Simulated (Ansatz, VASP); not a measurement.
## W3O: VASP beside Ansatz

```
W O
1.0
     4.83135    0.00000    0.00000
     0.00000    4.83135    0.00000
     0.00000    0.00000    4.83135
W O
6 2
Direct
  0.50000 0.75000 0.00000
  0.00000 0.50000 0.75000
  0.25000 0.00000 0.50000
  0.50000 0.25000 0.00000
  0.00000 0.50000 0.25000
  0.75000 0.00000 0.50000
  0.46274 0.50000 0.50000
  0.00000 0.00000 0.00000
```

Alike in both runs: task single point; functional PBEsol; k mesh 8 × 8 × 8; occupations gaussian, width 0.15 eV; no spin polarisation.

|  | VASP | Ansatz |
| --- | --- | --- |
| version | VASP 6.6.1 | Ansatz 0.2.0 |
| potentials or method | VASP PAW PBE potentials, release 64 (W_sv, O), cutoff 520 eV | scalar-relativistic, plane waves, PAW |
| valence electrons in the cell | 96 | 96 |

VASP gave:

* gap on the k mesh at the Fermi level (eV): none
* pressure (GPa): 1.1
* traceless stress, the component that is largest in VASP (GPa): -0.28
* rms of the force components (eV/Å): 0.181

**Question.** Which values does Ansatz return?

**Answer.** gap on the k mesh at the Fermi level (eV): none; pressure (GPa): 0.1; traceless stress, the component that is largest in VASP (GPa): -0.30; rms of the force components (eV/Å): 0.187.

VASP's potentials were made for PBE, not for PBEsol. Atom by atom the forces differ by 0.007 eV/Å (rms over components). A gap of «none» marks a metal or a gap that the smearing closes.

Neither program's run includes spin-orbit coupling.
